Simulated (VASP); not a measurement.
# NaCl (R-3m) in VASP: further runs

Runs on NaCl. Level: PBEsol. Tasks: electric field gradients.

All numbers are computed with VASP 6.6.1; they aren't measurements. Logs are shortened: lines on timing, memory, paths and dates and some standing lists are left out, and cuts for length are marked.

**1. The cell of the first run**

It takes space group R-3m (No. 166, trigonal). The conventional cell has a = 4.085 Å, b = 4.085 Å, c = 4.855 Å, α = 90.00°, β = 90.00°, γ = 120.00°. Na (site symmetry -3m) has 8 Cl at 2.43 to 2.49 Å and 6 Na at 2.86 Å within 3.2 Å. Within 3.2 Å of Cl (site symmetry -3m) lie 8 Na at 2.43 to 2.49 Å and 6 Cl at 2.86 Å.

**2. Electric field gradients, PBEsol (equal xy, yz and zx shear strains of -2 %)**

File INCAR:

```
PREC = Accurate
ENCUT = 520
EDIFF = 1E-8
ISMEAR = -1
SIGMA = 0.03
LREAL = False
LASPH = True
NELM = 60
ALGO = Normal
ISIF = 2
LWAVE = False
LCHARG = False
GGA = PS
LEFG = True
NBANDS = 14
```

File KPOINTS:

```
Automatic mesh
0
Gamma
  9 9 9
```

File POSCAR:

```
NaCl
1.0
    2.8600000000     -0.0286000000     -0.0286000000
   -0.0286000000      2.8600000000     -0.0286000000
   -0.0286000000     -0.0286000000      2.8600000000
Na Cl
1 1
Direct
    0.0000000000      0.0000000000      0.0000000000
    0.5000000000      0.5000000000      0.5000000000
```

Potentials or basis: VASP PAW PBE potentials, release 64 (Na_pv, Cl).

Started as:

```console
$ cat potpaw_PBE.64/Na_pv/POTCAR potpaw_PBE.64/Cl/POTCAR > POTCAR
$ mpirun -np 1 vasp_std > vasp.out
```

OUTCAR:

```text
PREC = Accurate
   ENCUT = 520
   EDIFF = 1E-8
   ISMEAR = -1
   LREAL = False
   LASPH = True
   NELM = 60
   ISIF = 2
   GGA = PS

 ion  position               nearest neighbor table
   1  0.000  0.000  0.000-   2 2.43   2 2.43   2 2.49   2 2.49   2 2.49   2 2.49   2 2.49   2 2.49

   2  0.500  0.500  0.500-   1 2.43   1 2.43   1 2.49   1 2.49   1 2.49   1 2.49   1 2.49   1 2.49

  LATTYP: Found a trigonal (rhomboedric) cell.
 ALAT       =     2.8602859857
 COS(alpha) =    -0.0198960208

  Lattice vectors:

 A1 = (   2.8600000000,  -0.0286000000,  -0.0286000000)
 A2 = (  -0.0286000000,   2.8600000000,  -0.0286000000)
 A3 = (  -0.0286000000,  -0.0286000000,   2.8600000000)

Analysis of symmetry for initial positions (statically):
=====================================================================
 Subroutine PRICEL returns:
 Original cell was already a primitive cell.

 Routine SETGRP: Setting up the symmetry group for a
 trigonal (rhombohedral) supercell.

 Subroutine GETGRP returns: Found 12 space group operations
 (whereof 12 operations were pure point group operations)
 out of a pool of 12 trial point group operations.

The static configuration has the point symmetry D_3d.

Analysis of symmetry for dynamics (positions and initial velocities):
=====================================================================
 Subroutine PRICEL returns:
 Original cell was already a primitive cell.

 Routine SETGRP: Setting up the symmetry group for a
 trigonal (rhombohedral) supercell.

 Subroutine GETGRP returns: Found 12 space group operations
 (whereof 12 operations were pure point group operations)
 out of a pool of 12 trial point group operations.

The dynamic configuration has the point symmetry D_3d.

 Subroutine INISYM returns: Found 12 space group operations
 (whereof 12 operations are pure point group operations),
 and found     1 'primitive' translations

----------------------------------------------------------------------------------------

                                     Primitive cell

  volume of cell :      23.3866

  direct lattice vectors                    reciprocal lattice vectors
     2.860000000 -0.028600000 -0.028600000     0.349721000  0.003532535  0.003532535
    -0.028600000  2.860000000 -0.028600000     0.003532535  0.349721000  0.003532535
    -0.028600000 -0.028600000  2.860000000     0.003532535  0.003532535  0.349721000

  length of vectors
     2.860285986  2.860285986  2.860285986     0.349756681  0.349756681  0.349756681

  position of ions in fractional coordinates (direct lattice)
     0.000000000  0.000000000  0.000000000
     0.500000000  0.500000000  0.500000000

  ion indices of the primitive-cell ions
   primitive index   ion index
                 1           1
                 2           2

----------------------------------------------------------------------------------------

 KPOINTS: Automatic mesh

Automatic generation of k-mesh.
 Grid dimensions read from file:
 generate k-points for:    9    9    9

 Generating k-lattice:

  Cartesian coordinates                     Fractional coordinates (reciprocal lattice)
     0.038857889  0.000392504  0.000392504     0.111111111 -0.000000000  0.000000000
     0.000392504  0.038857889  0.000392504    -0.000000000  0.111111111  0.000000000
     0.000392504  0.000392504  0.038857889     0.000000000  0.000000000  0.111111111

  Length of vectors
     0.038861853  0.038861853  0.038861853

  Shift w.r.t. Gamma in fractional coordinates (k-lattice)
     0.000000000  0.000000000  0.000000000

 Subroutine IBZKPT returns following result:
 ===========================================

 Found     85 irreducible k-points:

 Following reciprocal coordinates:
            Coordinates               Weight
  0.000000  0.000000  0.000000      1.000000
  0.111111  0.000000 -0.000000      6.000000
  0.222222 -0.000000 -0.000000      6.000000
  0.333333  0.000000  0.000000      6.000000
  0.444444 -0.000000 -0.000000      6.000000
  0.111111  0.111111  0.000000      6.000000
[... 16 lines left out ...]
 -0.333333  0.333333  0.000000      6.000000
  0.444444  0.444444  0.000000      6.000000
 [... further k-points ...]
   k-points           NKPTS =     85   k-points in BZ     NKDIM =     85   number of bands    NBANDS=     14
   number of dos      NEDOS =    301   number of ions     NIONS =      2
   total plane-waves  NPLWV =  13824
   dimension x,y,z NGX =    24 NGY =   24 NGZ =   24
   dimension x,y,z NGXF=    48 NGYF=   48 NGZF=   48
   ions per type =               1   1
   NGX,Y,Z   is equivalent  to a cutoff of  13.95, 13.95, 13.95 a.u.
   NGXF,Y,Z  is equivalent  to a cutoff of  27.90, 27.90, 27.90 a.u.
 SYSTEM =  unknown system
   PREC   = accura    normal or accurate (medium, high low for compatibility)
   ISTART =      0    job   : 0-new  1-cont  2-samecut
   ICHARG =      2    charge: 1-file 2-atom 10-const
   ISPIN  =      1    spin polarized calculation?
   LNONCOLLINEAR =      F non collinear calculations
   LSORBIT =      F    spin-orbit coupling
   LASPH  =      T    aspherical Exc in radial PAW
   ENCUT  =  520.0 eV  38.22 Ry    6.18 a.u.   5.32  5.32  5.32*2*pi/ulx,y,z
   NELM   =     60;   NELMIN=  2; NELMDL= -5     # of ELM steps
   EDIFF  = 0.1E-07   stopping-criterion for ELM
   LREAL  =      F    real-space projection
   EDIFFG = 0.1E-06   stopping-criterion for IOM
   NSW    =      0    number of steps for IOM
   IBRION =     -1    ionic relax: 0-MD 1-quasi-New 2-CG
   NFREE  =      0    steps in history (QN), initial steepest desc. (CG)
   ISIF   =      2    stress and relaxation
   ISYM   =      2    0-nonsym 1-usesym 2-fastsym
   POTIM  = 0.5000    time-step for ionic-motion
   TEBEG  =    0.0;   TEEND  =   0.0 temperature during run
   PSTRESS=    0.0 pullay stress
   NELECT =      14.0000    total number of electrons
   NUPDOWN=      -1.0000    fix difference up-down
   EMIN   =  10.00;   EMAX   =-10.00  energy-range for DOS
   EFERMI =   0.00;   METHOD = LEGACY
   ISMEAR =    -1;   SIGMA  =   0.03  broadening in eV -4-tet -1-fermi 0-gaus
   EFERMI_NEDOS =   21; number of points for ismear=-14 and -15
   IALGO  =     38    algorithm
   IMIX   =      4    mixing-type and parameters
     AMIX     =   0.40;   BMIX     =  1.00
     AMIX_MAG =   1.60;   BMIX_MAG =  1.00
  volume/ion in A,a.u.               =      11.69        78.91
  Fermi-wavevector in a.u.,A,eV,Ry     =   1.379733  2.607318 25.900928  1.903664
  Thomas-Fermi vector in A             =   2.504676
   LORBIT       =      0    0 simple, 1 ext, 2 COOP (PROOUT), +10 PAW based schemes
   GGA     = PS    functional components
   LHFCALC =     F    Hartree Fock is set to
   AEXX    =    0.0000 exact exchange contribution
   IVDW    =     0    specifies the selected vdW correction
   LEPSILON=     F    determine dielectric tensor
   LRPA    =     F    only Hartree local field effects (RPA)
 non-spin polarized calculation
  energy-cutoff  :      520.00
  volume of cell :       23.39
 maximum number of plane-waves:       648
 NGX is ok and might be reduce to    24
   NGX = 11   NGY = 11   NGZ = 11

 number of electron      13.9999999 magnetization

 Free energy of the ion-electron system (eV)
  ---------------------------------------------------
  ext. energy  EPLUGINS =         0.00000000
  ---------------------------------------------------
  free energy    TOTEN  =        -4.77059105 eV

  energy without entropy =       -4.77059105  energy(sigma->0) =       -4.77059105

 E-fermi :   7.4532     XC(G=0): -11.5624

 val. band max:        6.7057132335   @ k =  -0.4444   0.4444   0.0000
 cond. band min:      11.2581357260   @ k =  -0.4444   0.4444   0.0000
 fundamental gap:      4.5524224924
 Fermi energy:         7.4531923093

 k-point     1 :       0.0000    0.0000    0.0000
  band No.  band energies     occupation
      1     -15.8264      2.00000
      2     -15.8091      2.00000
      3     -15.8091      2.00000
      4     -10.2434      2.00000
      5       5.4139      2.00000
      6       5.5251      2.00000
      7       5.5251      2.00000
      8      13.2663      0.00000
      9      13.2663      0.00000
     10      13.9616      0.00000
     11      24.3827      0.00000
     12      24.6643      0.00000
     13      24.6643      0.00000
     14      28.7309      0.00000
[... 375 lines left out ...]
 k-point    24 :       0.4444    0.4444    0.0000
  band No.  band energies     occupation
      1     -16.0829      2.00000
      2     -16.0737      2.00000
      3     -15.7497      2.00000
      4      -7.8588      2.00000
      5       1.3522      2.00000
      6       1.4434      2.00000
      7       6.7043      2.00000
      8      11.2875      0.00000
      9      17.1992      0.00000
     10      19.5260      0.00000
     11      19.7322      0.00000
     12      21.9417      0.00000
     13      22.2979      0.00000
     14      28.6228      0.00000

 [... further k-points ...]
[... 5 lines left out ...]
  --------------------------------------------------------------------------------------
  -------------------------------------------------------------------------------------
  Total        8.7975362      8.7975362      8.7975362      0.2419380      0.2419380      0.2419380
  in kB      602.7049004    602.7049004    602.7049004     16.5747765     16.5747765     16.5747765
  external PRESSURE =     602.7049004 kB  Pullay stress =       0.0000000 kB

 VOLUME and BASIS-vectors are now :
 -----------------------------------------------------------------------------
  energy-cutoff  :      520.00
  volume of cell :       23.39
      direct lattice vectors                 reciprocal lattice vectors
     2.860000000 -0.028600000 -0.028600000     0.349721000  0.003532535  0.003532535
    -0.028600000  2.860000000 -0.028600000     0.003532535  0.349721000  0.003532535
    -0.028600000 -0.028600000  2.860000000     0.003532535  0.003532535  0.349721000

 POSITION                                       TOTAL-FORCE (eV/Angst)
 -----------------------------------------------------------------------------------
      0.00000      0.00000      0.00000         0.000000      0.000000      0.000000
      1.40140      1.40140      1.40140        -0.000000     -0.000000      0.000000
 -----------------------------------------------------------------------------------
    total drift:                                0.000000     -0.000000     -0.000000

  FREE ENERGIE OF THE ION-ELECTRON SYSTEM (eV)
  ---------------------------------------------------
  free  energy   TOTEN  =        -4.7705910539 eV

  energy  without entropy=       -4.7705910539  energy(sigma->0) =       -4.77059105

 Electric field gradients (V/A^2)
---------------------------------------------------------------------
 ion       V_xx      V_yy      V_zz      V_xy      V_xz      V_yz
---------------------------------------------------------------------
   1      -0.000    -0.000    -0.000    -2.272    -2.272    -2.272
   2      -0.000    -0.000    -0.000    -1.078    -1.078    -1.078
---------------------------------------------------------------------

 Electric field gradients after diagonalization (V/A^2)
 (convention: |V_zz| > |V_xx| > |V_yy|)
----------------------------------------------------------------------
 ion       V_xx      V_yy      V_zz     asymmetry (V_yy - V_xx)/ V_zz
----------------------------------------------------------------------
   1       2.272     2.272    -4.544       0.000
   2       1.078     1.078    -2.155       0.000
----------------------------------------------------------------------

           NMR quadrupolar parameters

 Cq : quadrupolar parameter    Cq=e*Q*V_zz/h
 eta: asymmetry parameters     (V_yy - V_xx)/ V_zz
 Q  : nuclear electric quadrupole moment in mb (millibarn)
----------------------------------------------------------------------
 ion       Cq(MHz)       eta       Q (mb)
----------------------------------------------------------------------
   1      -0.011       0.000       1.000
   2      -0.005       0.000       1.000
----------------------------------------------------------------------
```

Wall time 12 s (1 thread of Intel Xeon Platinum 8488C (Sapphire Rapids), shared host); peak memory 0.15 GiB.

Results:

```yaml
Free_energy: -4.7706 eV
Pressure: 60.3 GPa
Band_gap_on_the_k_mesh: 4.55 eV, direct
```

Electric field gradients, principal values (V/Å²):
```tsv
atom	least	middle	greatest (by size)
1 Na	2.272	2.272	-4.544
2 Cl	1.078	1.078	-2.155
```

Caveat: the cell differs from its parent crystal (equal xy, yz and zx shear strains of -2 %); without QUAD_EFG the Cq values of the log hold for a quadrupole moment of 1 mb, not for the nuclei; the PAW data sets were made with another functional, which shifts forces and pressure a little. A k mesh can miss the band edges.

**3. Electric field gradients, PBEsol (equal xy, yz and zx shear strains of -1 %)**

File INCAR:

```
PREC     = Accurate       # precision mode
ENCUT    = 520            # plane-wave cutoff, eV
EDIFF    = 1E-8           # SCF threshold, eV
ISMEAR   = -1             # smearing method
SIGMA    = 0.03           # smearing width, eV
LREAL    = False          # projectors in reciprocal space
LASPH    = True           # aspherical terms in the spheres
NELM     = 100            # most SCF steps
ALGO     = Normal         # electronic algorithm
ISIF     = 2              # what is computed and relaxed
LWAVE    = False          # write WAVECAR
LCHARG   = False          # write CHGCAR
GGA      = PS             # functional
LEFG     = True         
NBANDS   = 14             # bands
```

File KPOINTS:

```
regular mesh
0
Gamma
  9 9 9
```

File POSCAR:

```
NaCl
1.0
    2.8600000000     -0.0143000000     -0.0143000000
   -0.0143000000      2.8600000000     -0.0143000000
   -0.0143000000     -0.0143000000      2.8600000000
Na Cl
1 1
Direct
    0.0000000000      0.0000000000      0.0000000000
    0.5000000000      0.5000000000      0.5000000000
```

Potentials or basis: VASP PAW PBE potentials, release 64 (Na_pv, Cl).

Started as:

```console
$ cat potpaw_PBE.64/Na_pv/POTCAR potpaw_PBE.64/Cl/POTCAR > POTCAR
$ mpirun -np 1 vasp_std > vasp.out
```

OUTCAR:

```text
PREC = Accurate
   ENCUT = 520
   EDIFF = 1E-8
   ISMEAR = -1
   LREAL = False
   LASPH = True
   NELM = 100
   ISIF = 2
   GGA = PS

 ion  position               nearest neighbor table
   1  0.000  0.000  0.000-   2 2.45   2 2.45   2 2.49   2 2.49   2 2.49   2 2.49   2 2.49   2 2.49

   2  0.500  0.500  0.500-   1 2.45   1 2.45   1 2.49   1 2.49   1 2.49   1 2.49   1 2.49   1 2.49

  LATTYP: Found a trigonal (rhomboedric) cell.
 ALAT       =     2.8600714991
 COS(alpha) =    -0.0099745013

  Lattice vectors:

 A1 = (   2.8600000000,  -0.0143000000,  -0.0143000000)
 A2 = (  -0.0143000000,   2.8600000000,  -0.0143000000)
 A3 = (  -0.0143000000,  -0.0143000000,   2.8600000000)

Analysis of symmetry for initial positions (statically):
=====================================================================
 Subroutine PRICEL returns:
 Original cell was already a primitive cell.

 Routine SETGRP: Setting up the symmetry group for a
[... 600 lines left out ...]
     2.860000000 -0.014300000 -0.014300000     0.349667921  0.001757125  0.001757125
    -0.014300000  2.860000000 -0.014300000     0.001757125  0.349667921  0.001757125
    -0.014300000 -0.014300000  2.860000000     0.001757125  0.001757125  0.349667921

 POSITION                                       TOTAL-FORCE (eV/Angst)
 -----------------------------------------------------------------------------------
      0.00000      0.00000      0.00000         0.000000      0.000000      0.000000
      1.41570      1.41570      1.41570        -0.000000     -0.000000      0.000000
 -----------------------------------------------------------------------------------
    total drift:                                0.000000     -0.000000     -0.000000

  FREE ENERGIE OF THE ION-ELECTRON SYSTEM (eV)
  ---------------------------------------------------
  free  energy   TOTEN  =        -4.7779151028 eV

  energy  without entropy=       -4.7779151028  energy(sigma->0) =       -4.77791510

 Electric field gradients (V/A^2)
---------------------------------------------------------------------
 ion       V_xx      V_yy      V_zz      V_xy      V_xz      V_yz
---------------------------------------------------------------------
   1       0.000     0.000     0.000    -1.095    -1.095    -1.095
   2      -0.000     0.000     0.000    -0.471    -0.471    -0.471
---------------------------------------------------------------------

 Electric field gradients after diagonalization (V/A^2)
 (convention: |V_zz| > |V_xx| > |V_yy|)
----------------------------------------------------------------------
 ion       V_xx      V_yy      V_zz     asymmetry (V_yy - V_xx)/ V_zz
----------------------------------------------------------------------
   1       1.095     1.095    -2.189       0.000
   2       0.471     0.471    -0.942       0.000
----------------------------------------------------------------------

           NMR quadrupolar parameters

 Cq : quadrupolar parameter    Cq=e*Q*V_zz/h
 eta: asymmetry parameters     (V_yy - V_xx)/ V_zz
 Q  : nuclear electric quadrupole moment in mb (millibarn)
----------------------------------------------------------------------
 ion       Cq(MHz)       eta       Q (mb)
----------------------------------------------------------------------
   1      -0.005       0.000       1.000
   2      -0.002       0.000       1.000
----------------------------------------------------------------------
```

OSZICAR:

```text
N       E                     dE             d eps       ncg     rms          rms(c)
DAV:   1     0.106020023665E+03    0.10602E+03   -0.72206E+03  2398   0.122E+03
DAV:   2     0.818544329276E+00   -0.10520E+03   -0.96114E+02  2680   0.323E+02
DAV:   3    -0.499560083403E+01   -0.58141E+01   -0.57857E+01  3034   0.676E+01
DAV:   4    -0.506017105457E+01   -0.64570E-01   -0.64554E-01  2788   0.724E+00
DAV:   5    -0.506112890030E+01   -0.95785E-03   -0.95782E-03  3180   0.924E-01    0.597E+00
DAV:   6    -0.482766312968E+01    0.23347E+00   -0.19994E-01  3402   0.661E+00    0.387E+00
DAV:   7    -0.478006390620E+01    0.47599E-01   -0.11041E-01  3626   0.394E+00    0.165E+00
DAV:   8    -0.477803124317E+01    0.20327E-02   -0.89470E-03  2746   0.112E+00    0.245E-01
DAV:   9    -0.477791164896E+01    0.11959E-03   -0.27167E-04  3184   0.301E-01    0.496E-02
DAV:  10    -0.477791465437E+01   -0.30054E-05   -0.24544E-05  3176   0.101E-01    0.844E-03
DAV:  11    -0.477791498815E+01   -0.33378E-06   -0.40995E-06  2944   0.253E-02    0.589E-03
DAV:  12    -0.477791509036E+01   -0.10221E-06   -0.21829E-07  2854   0.440E-03    0.111E-03
DAV:  13    -0.477791512660E+01   -0.36239E-07   -0.23890E-08  2968   0.104E-03    0.904E-04
DAV:  14    -0.477791510530E+01    0.21293E-07   -0.12991E-09  1754   0.280E-04    0.114E-04
DAV:  15    -0.477791510277E+01    0.25361E-08   -0.19153E-10  1574   0.124E-04
   1 F= -.47779151E+01 E0= -.47779151E+01  d E =-.955862E-11
```

Wall time 12 s (1 thread of Intel Xeon Platinum 8488C (Sapphire Rapids), shared host); peak memory 0.15 GiB.

What came out:

| Quantity | Value |
| --- | --- |
| Free energy | -4.7779 eV |
| Pressure | 60.1 GPa |
| Band gap on the k mesh | 4.55 eV, direct |

Electric field gradients, principal values (V/Å²):
```
atom  least  middle  greatest (by size)
1 Na  1.095   1.095              -2.189
2 Cl  0.471   0.471              -0.942
```

Caveat: the cell differs from its parent crystal (equal xy, yz and zx shear strains of -1 %); without QUAD_EFG the Cq values of the log hold for a quadrupole moment of 1 mb, not for the nuclei; the PAW data sets were made with another functional, which shifts forces and pressure a little.

[end of part 1 of 2]
